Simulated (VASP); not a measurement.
A run of VASP 6.6.1 is set up as follows.

The input INCAR:

```
SYSTEM = Be
PREC = Accurate
ENCUT = 520
EDIFF = 1E-7
ISMEAR = -1
SIGMA = 0.1
LREAL = .FALSE.
LASPH = .TRUE.
NELM = 100
ALGO = Normal
ISIF = 2
LWAVE = .FALSE.
LCHARG = .TRUE.
GGA = RP
LELF = .TRUE.
LVHAR = .TRUE.
NBANDS = 7
```

KPOINTS

```
regular mesh
0
G
  19 19 19
  0 0 0
```

The input POSCAR:

```
Be
1.0
    0.0000000000      1.5272120886      1.5272120886
    1.5272120886      0.0000000000      1.5272120886
    1.5272120886      1.5272120886      0.0000000000
Be
1
Direct
    0.0000000000      0.0000000000      0.0000000000
```

Potentials or basis: VASP PAW PBE potentials, release 64 (Be).

The run is started by

```sh
$ cat potpaw_PBE.64/Be/POTCAR > POTCAR
$ mpirun -np 1 vasp_std > vasp.out
```

Q: What does it give for the band gap on the k mesh?

A: Zero (band 1 reaches 9.21 eV, above the bottom of band 2 at 8.53 eV).

Q: Estimate the pressure.

A: 18.2 GPa.

Caveat: the PAW data sets were made with another functional, which shifts forces and pressure a little.
